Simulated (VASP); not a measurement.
Au:

```xyz
1
Lattice="0.0000 2.0455 2.0455 2.0455 0.0000 2.0455 2.0455 2.0455 0.0000" Properties=species:S:1:pos:R:3 pbc="T T T"
Au    0.0000    0.0000    0.0000
```

* Program: VASP 6.6.1
* Task: relaxation of cell and atoms
* Functional: r2SCAN
* Potentials or basis: VASP PAW PBE potentials, release 64 (Au)
* Cutoff: 600 eV
* k mesh: 18 × 18 × 18
* Occupations: gaussian, width 0.1 eV
* Spin: no spin polarisation

At the start: pressure 4.5 GPa; volume 17.12 Å³/atom.

Task: How do energy, volume and symmetry change on relaxing?

Result: Over 3 steps the energy falls by 6.2 meV/atom and the volume is 17.58 Å³/atom (+2.7 %); space group Fm-3m (No. 225, to 0.1 Å) before and after.

The path:
| step | energy change (eV) | largest force (eV/Å) | pressure (GPa) | volume (Å³) |
| --- | --- | --- | --- | --- |
| 1 | 0.0000 | 0.0000 | 4.47 | 17.12 |
| 2 | 0.0082 | 0.0000 | -5.78 | 18.33 |
| 3 | -0.0062 | 0.0000 | -0.03 | 17.58 |

Final structure:
```yaml
crystal:
  lattice:
    - [0.00000, 2.06373, 2.06373]
    - [2.06373, 0.00000, 2.06373]
    - [2.06373, 2.06373, 0.00000]
  atoms:
    - { symbol: Au, position: [0.00000, 0.00000, 0.00000] }
```

Caveat: the PAW data sets were made with another functional, which shifts forces and pressure a little.
